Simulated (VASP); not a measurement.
Write the native input for VASP 6.6.1 that does the following.

```
Task                   : relaxation of cell and atoms
Functional             : LDA
Potentials or basis    : VASP PAW LDA potentials, release 64 (Ta_pv, Au)
Cutoff                 : 600 eV
k mesh                 : 4 × 4 × 4
Occupations            : gaussian, width 0.1 eV
Spin                   : no spin polarisation
Dipole correction      : no
Further INCAR settings : ALGO = Fast; EDIFF = 1e-07; IBRION = 2; EDIFFG = -0.05; NSW = 100; ISIF = 3
```

The structure of Ta3Au lies in POSCAR:

```
Ta3Au
1.0
    5.2200000000      0.0000000000      0.0000000000
    0.0000000000      5.2200000000      0.0000000000
    0.0000000000      0.0000000000      5.2200000000
Ta Au
6 2
Direct
    0.2500000000      0.0000000000      0.5000000000
    0.5000000000      0.7500000000      0.0000000000
    0.7500000000      0.0000000000      0.5000000000
    0.5000000000      0.2500000000      0.0000000000
    0.0000000000      0.5000000000      0.7500000000
    0.0000000000      0.5000000000      0.2500000000
    0.0000000000      0.0000000000      0.0000000000
    0.5000000000      0.5000000000      0.5000000000
```

These files were run (other wordings do the same):

INCAR

```
SYSTEM = Ta3Au
ALGO = Fast
EDIFF = 1E-7
EDIFFG = -0.05
ENCUT = 600
GGA = CA
IBRION = 2
ISIF = 3
ISMEAR = 0
LASPH = .TRUE.
LCHARG = .FALSE.
LREAL = .FALSE.
LWAVE = .FALSE.
NELM = 100
NSW = 100
PREC = Accurate
SIGMA = 0.1
```

KPOINTS

```
k-points
0
G
  4 4 4
  0 0 0
```

Potentials or basis: VASP PAW LDA potentials, release 64 (Ta_pv, Au).

Command:

```bash
$ cat potpaw_LDA.64/Ta_pv/POTCAR potpaw_LDA.64/Au/POTCAR > POTCAR
$ mpirun -np 1 vasp_std > vasp.out
```

Results of the run:

```yaml
Relaxed_volume: 17.00 Å³/atom
Relaxed_cell: a = 5.142 Å, b = 5.142 Å, c = 5.142 Å, α = 90.00°, β = 90.00°, γ = 90.00°
Space_group_after_relaxing_to_0.1_Å: Pm-3n (No. 223)
Energy_gained_by_relaxing: 25.5 meV/atom
Ionic_steps: 3
Pressure_after_relaxing: -0.4 GPa
Band_gap_on_the_k_mesh: zero (bands 44 and 45 overlap by 1.11 eV)
```

Caveat: spin-orbit coupling is left out, which moves the levels of the heavy elements.

Wall time 2.4 min on 1 thread of Intel(R) Xeon(R) 6975P-C (Granite Rapids), on a shared host, peak memory 0.26 GiB.
